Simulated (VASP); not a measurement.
CsI:

```xyz
2
Lattice="4.4862 0.0000 0.0000 0.0000 4.4862 0.0000 0.0000 0.0000 4.4862" Properties=species:S:1:pos:R:3 pbc="T T T"
Cs    0.0000    0.0000    0.0000
I     2.2431    2.2431    2.2431
```

| Item | Value |
| --- | --- |
| Program | VASP 6.6.1 |
| Task | relaxation of cell and atoms |
| Functional | r2SCAN |
| Potentials or basis | VASP PAW PBE potentials, release 64 (Cs_sv, I) |
| Cutoff | 550 eV |
| k mesh | 6 × 6 × 6 |
| Occupations | gaussian, width 0.02 eV |
| Spin | no spin polarisation |

At the start: pressure 1.3 GPa; volume 45.14 Å³/atom.

Question: How do energy, volume and symmetry change on relaxing?

Answer: Over 3 steps the energy falls by 14.7 meV/atom and the volume is 49.21 Å³/atom (+9.0 %); space group Pm-3m (No. 221, to 0.1 Å) before and after.

Step by step:
| step | energy change (eV) | largest force (eV/Å) | pressure (GPa) | volume (Å³) |
| --- | --- | --- | --- | --- |
| 1 | 0.0000 | 0.0000 | 1.29 | 90.29 |
| 2 | -0.0253 | 0.0000 | 0.43 | 95.12 |
| 3 | -0.0294 | 0.0000 | -0.02 | 98.43 |

Final structure:
```yaml
crystal:
  lattice:
    - [4.61712, 0.00000, 0.00000]
    - [0.00000, 4.61712, 0.00000]
    - [0.00000, 0.00000, 4.61712]
  atoms:
    - { symbol: Cs, position: [0.00000, 0.00000, 0.00000] }
    - { symbol: I, position: [0.50000, 0.50000, 0.50000] }
```

Caveat: the PAW data sets were made with another functional, which shifts forces and pressure a little.
